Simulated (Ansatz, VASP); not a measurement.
# Two plane-wave programs on AgI

Contents of INCAR:

```
SYSTEM = AgI
ALGO = Normal
EDIFF = 1E-7
EDIFFG = -0.005
ENCUT = 500
GGA = PS
GGA_COMPAT = .FALSE.
IBRION = 2
ISIF = 3
ISMEAR = -1
LASPH = .TRUE.
LCHARG = .FALSE.
LREAL = .FALSE.
LWAVE = .FALSE.
NELM = 120
NELMIN = 4
NSW = 60
PREC = Accurate
SIGMA = 0.05
```

The input KPOINTS:

```
k-points
0
G
  12 12 12
  0 0 0
```

POSCAR

```
AgI
1.0
    0.0000000000      3.1072325060      3.1072325060
    3.1072325060      0.0000000000      3.1072325060
    3.1072325060      3.1072325060      0.0000000000
Ag I
1 1
Direct
    0.0000000000      0.0000000000      0.0000000000
    0.2500000000      0.2500000000      0.2500000000
```

Input for Ansatz:

```yaml
crystal:
  lattice:
    - [0.0, 3.107232506, 3.107232506]
    - [3.107232506, 0.0, 3.107232506]
    - [3.107232506, 3.107232506, 0.0]
  atoms:
    - { symbol: Ag, position: [0.0, 0.0, 0.0] }
    - { symbol: I, position: [0.25, 0.25, 0.25] }
kpoints:
  mp_grid: { grid: [12, 12, 12] }
scf:
  occupations: { method: fermi_dirac, width: 0.05 }
hamiltonian:
  xc: pbesol
  pseudopotentials: { kind: paw }
output:
  forces: true
  stress: true
relax:
  f_tol: 0.005
  max_steps: 40
  cell: {}
```

Alike in both runs: task relaxation of cell and atoms; functional PBEsol; k mesh 12 × 12 × 12; occupations fermi-dirac, width 0.05 eV; no spin polarisation.

```csv
,VASP,Ansatz
version,VASP 6.6.1,Ansatz 0.2.0
potentials or method,"VASP PAW PBE potentials, release 64 (Ag, I)","PAW with Ansatz's default frozen-core files, scalar-relativistic"
plane-wave cutoff (eV),500,420
valence electrons in the cell,18,36
```

|  | VASP | Ansatz | Ansatz less VASP |
| --- | --- | --- | --- |
| relaxed volume (Å³/atom) | 33.57 | 33.58 | +0.011 |
| relaxed length of the cell vector where the two differ most in proportion (Å) | 4.562 | 4.562 | +0.0005 |

VASP's potentials were made for PBE, not for PBEsol. VASP's potentials hold 18 valence electrons a cell and Ansatz's 36, so a difference there can come from the potentials and not from the codes.

Spin-orbit coupling is off throughout.
